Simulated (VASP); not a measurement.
# WSe2 in VASP: notebook

WSe2 is run at these levels: PBEsol; tasks: single point.

All numbers are computed with VASP 6.6.1; they aren't measurements. Logs are shortened: lines on timing, memory, paths and dates and some standing lists are left out, and cuts for length are marked.

## 1. The cell of the first run

The cell holds a slab with vacuum, 9 atoms: a = 3.271 Å, b = 3.271 Å, c = 29.185 Å, α = 90.00°, β = 90.00°, γ = 120.00°.

## 2. Single point, PBEsol (atoms displaced along a vibrational mode)

Contents of INCAR:

```
SYSTEM = WSe2
  PREC = Accurate
  ENCUT = 520
  EDIFF = 1E-7
  ISMEAR = 0
  SIGMA = 0.05
  LREAL = .False.
  LASPH = .True.
  NELM = 80
  ALGO = Normal
  ISIF = 2
  LWAVE = .False.
  LCHARG = .False.
  GGA = PS
  NBANDS = 49
```

Contents of KPOINTS:

```
Automatic mesh
0
Gamma
  12 12 1
  0 0 0
```

Contents of POSCAR:

```
WSe2
1.0
    3.2709028869      0.0000000000      0.0000000000
   -1.6354514434      2.8326849934      0.0000000000
    0.0000000000      0.0000000000     29.1847510368
W Se
3 6
Direct
    0.6666666667      0.3333333333      0.0000000000
    0.3333333333      0.6666666667      0.7734591570
    0.3333333333      0.6666666667      0.2265408430
    0.3333333333      0.6666666667      0.0563410335
    0.6666666667      0.3333333333      0.8312882791
    0.6666666667      0.3333333333      0.2842751209
    0.3333333333      0.6666666667      0.9436589665
    0.6666666667      0.3333333333      0.7157248791
    0.6666666667      0.3333333333      0.1687117209
```

Potentials or basis: VASP PAW PBE potentials, release 64 (W_sv, Se).

On the command line:

```bash
$ cat potpaw_PBE.64/W_sv/POTCAR potpaw_PBE.64/Se/POTCAR > POTCAR
$ mpirun -np 1 vasp_std > vasp.out
```

OUTCAR:

```text
SYSTEM = WSe2
   PREC = Accurate
   ENCUT = 520
   EDIFF = 1E-7
   ISMEAR = 0
   LREAL = .False.
   LASPH = .True.
   NELM = 80
   ISIF = 2
   GGA = PS

 ion  position               nearest neighbor table
   1  0.667  0.333  0.000-   4 2.50   7 2.50   4 2.50   7 2.50   4 2.50   7 2.50
   2  0.333  0.667  0.773-   8 2.53   8 2.53   8 2.53   5 2.53   5 2.53   5 2.53
   3  0.333  0.667  0.227-   6 2.53   6 2.53   6 2.53   9 2.53   9 2.53   9 2.53
   4  0.333  0.667  0.056-   1 2.50   1 2.50   1 2.50
   5  0.667  0.333  0.831-   2 2.53   2 2.53   2 2.53
   6  0.667  0.333  0.284-   3 2.53   3 2.53   3 2.53
   7  0.333  0.667  0.944-   1 2.50   1 2.50   1 2.50
   8  0.667  0.333  0.716-   2 2.53   2 2.53   2 2.53
   9  0.667  0.333  0.169-   3 2.53   3 2.53   3 2.53

  LATTYP: Found a hexagonal cell.
 ALAT       =     3.2709028869
 C/A-ratio  =     8.9225366958

  Lattice vectors:

 A1 = (   3.2709028869,   0.0000000000,   0.0000000000)
 A2 = (  -1.6354514434,   2.8326849934,   0.0000000000)
 A3 = (   0.0000000000,   0.0000000000,  29.1847510368)

Analysis of symmetry for initial positions (statically):
=====================================================================
 Subroutine PRICEL returns:
 Original cell was already a primitive cell.

 Routine SETGRP: Setting up the symmetry group for a
 hexagonal supercell.

 Subroutine GETGRP returns: Found 12 space group operations
 (whereof 12 operations were pure point group operations)
 out of a pool of 24 trial point group operations.

The static configuration has the point symmetry D_3h.

Analysis of symmetry for dynamics (positions and initial velocities):
=====================================================================
 Subroutine PRICEL returns:
 Original cell was already a primitive cell.

 Routine SETGRP: Setting up the symmetry group for a
 hexagonal supercell.

 Subroutine GETGRP returns: Found 12 space group operations
 (whereof 12 operations were pure point group operations)
 out of a pool of 24 trial point group operations.

The dynamic configuration has the point symmetry D_3h.

 Subroutine INISYM returns: Found 12 space group operations
 (whereof 12 operations are pure point group operations),
 and found     1 'primitive' translations

----------------------------------------------------------------------------------------

                                     Primitive cell

  volume of cell :     270.4095

  direct lattice vectors                    reciprocal lattice vectors
     3.270902887  0.000000000  0.000000000     0.305725983  0.176510979  0.000000000
    -1.635451443  2.832684993  0.000000000     0.000000000  0.353021957  0.000000000
     0.000000000  0.000000000 29.184751037     0.000000000  0.000000000  0.034264469

  length of vectors
     3.270902887  3.270902887 29.184751037     0.353021957  0.353021957  0.034264469

  position of ions in fractional coordinates (direct lattice)
     0.666666667  0.333333333  0.000000000
     0.333333333  0.666666667  0.773459157
     0.333333333  0.666666667  0.226540843
     0.333333333  0.666666667  0.056341033
     0.666666667  0.333333333  0.831288279
     0.666666667  0.333333333  0.284275121
     0.333333333  0.666666667  0.943658967
     0.666666667  0.333333333  0.715724879
     0.666666667  0.333333333  0.168711721

  ion indices of the primitive-cell ions
   primitive index   ion index
                 1           1
                 2           2
                 3           3
                 4           4
                 5           5
                 6           6
                 7           7
                 8           8
                 9           9

----------------------------------------------------------------------------------------

 KPOINTS: Automatic mesh

Automatic generation of k-mesh.
 Grid dimensions read from file:
 generate k-points for:   12   12    1

 Generating k-lattice:

  Cartesian coordinates                     Fractional coordinates (reciprocal lattice)
     0.025477165  0.014709248  0.000000000     0.083333333  0.000000000  0.000000000
     0.000000000  0.029418496  0.000000000     0.000000000  0.083333333  0.000000000
     0.000000000  0.000000000  0.034264469     0.000000000  0.000000000  1.000000000

  Length of vectors
     0.029418496  0.029418496  0.034264469

  Shift w.r.t. Gamma in fractional coordinates (k-lattice)
     0.000000000  0.000000000  0.000000000

 Subroutine IBZKPT returns following result:
 ===========================================

 Found     19 irreducible k-points:

 Following reciprocal coordinates:
            Coordinates               Weight
  0.000000  0.000000  0.000000      1.000000
  0.083333  0.000000  0.000000      6.000000
  0.166667  0.000000  0.000000      6.000000
  0.250000  0.000000  0.000000      6.000000
  0.333333  0.000000  0.000000      6.000000
  0.416667  0.000000  0.000000      6.000000
[... 11 lines left out ...]
  0.333333  0.250000  0.000000     12.000000
  0.333333  0.333333  0.000000      2.000000
   k-points           NKPTS =     19   k-points in BZ     NKDIM =     19   number of bands    NBANDS=     49
   number of dos      NEDOS =    301   number of ions     NIONS =      9
   total plane-waves  NPLWV = 129024
   dimension x,y,z NGX =    24 NGY =   24 NGZ =  224
   dimension x,y,z NGXF=    48 NGYF=   48 NGZF=  448
   ions per type =               3   6
   NGX,Y,Z   is equivalent  to a cutoff of  12.20, 12.20, 12.76 a.u.
   NGXF,Y,Z  is equivalent  to a cutoff of  24.40, 24.40, 25.52 a.u.
 SYSTEM =  WSe2
   PREC   = accura    normal or accurate (medium, high low for compatibility)
   ISTART =      0    job   : 0-new  1-cont  2-samecut
   ICHARG =      2    charge: 1-file 2-atom 10-const
   ISPIN  =      1    spin polarized calculation?
   LNONCOLLINEAR =      F non collinear calculations
   LSORBIT =      F    spin-orbit coupling
   LASPH  =      T    aspherical Exc in radial PAW
   ENCUT  =  520.0 eV  38.22 Ry    6.18 a.u.   6.08  6.08 54.26*2*pi/ulx,y,z
   NELM   =     80;   NELMIN=  2; NELMDL= -5     # of ELM steps
   EDIFF  = 0.1E-06   stopping-criterion for ELM
   LREAL  =      F    real-space projection
   EDIFFG = 0.1E-05   stopping-criterion for IOM
   NSW    =      0    number of steps for IOM
   IBRION =     -1    ionic relax: 0-MD 1-quasi-New 2-CG
   NFREE  =      0    steps in history (QN), initial steepest desc. (CG)
   ISIF   =      2    stress and relaxation
   ISYM   =      2    0-nonsym 1-usesym 2-fastsym
   POTIM  = 0.5000    time-step for ionic-motion
   TEBEG  =    0.0;   TEEND  =   0.0 temperature during run
   PSTRESS=    0.0 pullay stress
   NELECT =      78.0000    total number of electrons
   NUPDOWN=      -1.0000    fix difference up-down
   EMIN   =  10.00;   EMAX   =-10.00  energy-range for DOS
   EFERMI =   0.00;   METHOD = LEGACY
   ISMEAR =     0;   SIGMA  =   0.05  broadening in eV -4-tet -1-fermi 0-gaus
   EFERMI_NEDOS =   21; number of points for ismear=-14 and -15
   IALGO  =     38    algorithm
   IMIX   =      4    mixing-type and parameters
     AMIX     =   0.40;   BMIX     =  1.00
     AMIX_MAG =   1.60;   BMIX_MAG =  1.00
  volume/ion in A,a.u.               =      30.05       202.76
  Fermi-wavevector in a.u.,A,eV,Ry     =   1.081681  2.044080 15.919266  1.170033
  Thomas-Fermi vector in A             =   2.217703
   LORBIT       =      0    0 simple, 1 ext, 2 COOP (PROOUT), +10 PAW based schemes
   GGA     = PS    functional components
   LHFCALC =     F    Hartree Fock is set to
   AEXX    =    0.0000 exact exchange contribution
   IVDW    =     0    specifies the selected vdW correction
   LEPSILON=     F    determine dielectric tensor
   LRPA    =     F    only Hartree local field effects (RPA)
 non-spin polarized calculation
 Gauss-broadening in eV      SIGMA  =   0.05
  energy-cutoff  :      520.00
  volume of cell :      270.41
 maximum number of plane-waves:      7344
   NGX = 13   NGY = 13   NGZ =109

 number of electron      77.9999992 magnetization

 Free energy of the ion-electron system (eV)
  ---------------------------------------------------
  ext. energy  EPLUGINS =         0.00000000
  ---------------------------------------------------
  free energy    TOTEN  =       -69.76392125 eV

  energy without entropy =      -69.76392125  energy(sigma->0) =      -69.76392125

 E-fermi :   2.7597     XC(G=0):  -7.6760

 val. band max:        2.4041182429   @ k =   0.0000   0.0000   0.0000
 cond. band min:       3.6422998802   @ k =   0.1667   0.1667   0.0000
 fundamental gap:      1.2381816373
 Fermi energy:         2.7596657242

 k-point     1 :       0.0000    0.0000    0.0000
  band No.  band energies     occupation
      1     -71.7080      2.00000
      2     -71.6947      2.00000
      3     -71.6947      2.00000
      4     -35.9857      2.00000
      5     -35.9548      2.00000
      6     -35.9548      2.00000
[... 41 lines left out ...]
     48       5.4784      0.00000
     49       5.5008      0.00000

 k-point     2 :       0.0833    0.0000    0.0000
  band No.  band energies     occupation
      1     -71.7073      2.00000
      2     -71.6940      2.00000
      3     -71.6940      2.00000
      4     -35.9823      2.00000
      5     -35.9516      2.00000
      6     -35.9516      2.00000
[... 41 lines left out ...]
     48       5.4155      0.00000
     49       5.4883      0.00000

 k-point     3 :       0.1667    0.0000    0.0000
  band No.  band energies     occupation
      1     -71.7051      2.00000
      2     -71.6919      2.00000
      3     -71.6919      2.00000
      4     -35.9731      2.00000
      5     -35.9428      2.00000
      6     -35.9428      2.00000
[... 821 lines left out ...]
     48       5.6685      0.00000
     49       6.9256      0.00000

 k-point    19 :       0.3333    0.3333    0.0000
  band No.  band energies     occupation
      1     -71.6951      2.00000
      2     -71.6821      2.00000
      3     -71.6821      2.00000
      4     -36.0366      2.00000
      5     -36.0079      2.00000
      6     -35.9859      2.00000
[... 41 lines left out ...]
     48       5.8128      0.00000
     49       7.1668      0.00000

------------------------ aborting loop because EDIFF is reached ----------------------------------------

  FORCE on cell =-STRESS in cart. coord.  units (eV):
  Direction    XX          YY          ZZ          XY          YZ          ZX
  --------------------------------------------------------------------------------------
  -------------------------------------------------------------------------------------
  Total        0.5450960      0.5450960      0.8476382      0.0000000      0.0000000      0.0000000
  in kB        3.2296963      3.2296963      5.0222601      0.0000000      0.0000000      0.0000000
  external PRESSURE =       3.8272176 kB  Pullay stress =       0.0000000 kB

 VOLUME and BASIS-vectors are now :
 -----------------------------------------------------------------------------
  energy-cutoff  :      520.00
  volume of cell :      270.41
      direct lattice vectors                 reciprocal lattice vectors
     3.270902887  0.000000000  0.000000000     0.305725983  0.176510979  0.000000000
    -1.635451443  2.832684993  0.000000000     0.000000000  0.353021957  0.000000000
     0.000000000  0.000000000 29.184751037     0.000000000  0.000000000  0.034264469

 POSITION                                       TOTAL-FORCE (eV/Angst)
 -----------------------------------------------------------------------------------
      1.63545      0.94423      0.00000        -0.000000     -0.000000     -0.000000
     -0.00000      1.88846     22.57321         0.000000     -0.000000      0.004857
     -0.00000      1.88846      6.61154         0.000000      0.000000     -0.004857
     -0.00000      1.88846      1.64430         0.000000      0.000000      0.619631
      1.63545      0.94423     24.26094        -0.000000     -0.000000     -0.168317
      1.63545      0.94423      8.29650        -0.000000     -0.000000     -0.165471
     -0.00000      1.88846     27.54045         0.000000     -0.000000     -0.619631
      1.63545      0.94423     20.88825        -0.000000     -0.000000      0.165471
      1.63545      0.94423      4.92381        -0.000000     -0.000000      0.168317
 -----------------------------------------------------------------------------------
    total drift:                                0.000000     -0.000000      0.000000

  FREE ENERGIE OF THE ION-ELECTRON SYSTEM (eV)
  ---------------------------------------------------
  free  energy   TOTEN  =       -69.7639212546 eV

  energy  without entropy=      -69.7639212546  energy(sigma->0) =      -69.76392125
```

Run time: 4.2 min. Hardware: 1 thread of Intel Xeon Platinum 8488C (Sapphire Rapids), shared host; peak memory 0.46 GiB.

What came out:

| Property | Result |
| --- | --- |
| Free energy | -69.7639 eV |
| Largest force | 0.620 eV/Å |
| Band gap on the k mesh | 1.24 eV (least direct gap 1.50 eV) |

Forces in eV/Å, atoms in the order of the input:
```
W    0.000  0.000  0.000
W    0.000  0.000  0.005
W    0.000  0.000 -0.005
Se   0.000  0.000  0.620
Se   0.000  0.000 -0.168
Se   0.000  0.000 -0.165
Se   0.000  0.000 -0.620
Se   0.000  0.000  0.165
Se   0.000  0.000  0.168
```

Caveat: the cell differs from its parent crystal (atoms displaced along a vibrational mode); there is no dipole correction, which matters where the two faces differ; the PAW data sets were made with another functional, which shifts forces and pressure a little; spin-orbit coupling is left out, which moves the levels of the heavy elements.

## 3. Single point, PBEsol (atoms displaced along a vibrational mode)

Contents of INCAR:

```
SYSTEM = WSe2
PREC = Accurate
ENCUT = 520
EDIFF = 1E-6
ISMEAR = 0
SIGMA = 0.05
LREAL = .False.
LASPH = .True.
NELM = 100
ALGO = Normal
ISIF = 2
LWAVE = .False.
LCHARG = .True.
GGA = PS
LELF = .True.
LVHAR = .True.
NBANDS = 49
```

KPOINTS is that of step 2.

Contents of POSCAR:

```
WSe2
1.0
    3.2709028869      0.0000000000      0.0000000000
   -1.6354514434      2.8326849934      0.0000000000
    0.0000000000      0.0000000000     29.1847510368
W Se
3 6
Direct
    0.6666666667      0.3333333333      0.0000000000
    0.3333333333      0.6666666667      0.7734441526
    0.3333333333      0.6666666667      0.2265558474
    0.3333333333      0.6666666667      0.0532572313
    0.6666666667      0.3333333333      0.8326322090
    0.6666666667      0.3333333333      0.2855980124
    0.3333333333      0.6666666667      0.9467427687
    0.6666666667      0.3333333333      0.7144019876
    0.6666666667      0.3333333333      0.1673677910
```

Potentials or basis: VASP PAW PBE potentials, release 64 (W_sv, Se).

On the command line:

```bash
$ cat potpaw_PBE.64/W_sv/POTCAR potpaw_PBE.64/Se/POTCAR > POTCAR
$ mpirun -np 1 vasp_std > vasp.out
```

Run time: 3.7 min. Hardware: 1 thread of Intel Xeon Platinum 8488C (Sapphire Rapids), shared host; peak memory 0.47 GiB.

It converged, with:

| Quantity | Value |
| --- | --- |
| Free energy | -69.4061 eV |
| Largest force | 2.580 eV/Å |
| Band gap on the k mesh | 0.86 eV (least direct gap 1.01 eV) |

Forces on the atoms (eV/Å):
```
W    0.000  0.000  0.000
W    0.000  0.000  0.020
W    0.000  0.000 -0.020
Se   0.000  0.000  2.580
Se   0.000  0.000 -0.811
Se   0.000  0.000 -0.800
Se   0.000  0.000 -2.580
Se   0.000  0.000  0.800
Se   0.000  0.000  0.811
```

Levels at points of the mesh, in eV from the valence-band top:
| k point | band 37 | band 38 | band 39 | band 40 | band 41 | band 42 |
| --- | --- | --- | --- | --- | --- | --- |
| (0.00, 0.00, 0.00) | -0.91 | -0.48 | 0.00 | 2.71 | 2.71 | 2.84 |
| (0.50, 0.00, 0.00) | -1.21 | -0.90 | -0.89 | 1.94 | 2.39 | 2.40 |

Caveat: the cell differs from its parent crystal (atoms displaced along a vibrational mode); there is no dipole correction, which matters where the two faces differ; the PAW data sets were made with another functional, which shifts forces and pressure a little; spin-orbit coupling is left out, which moves the levels of the heavy elements.
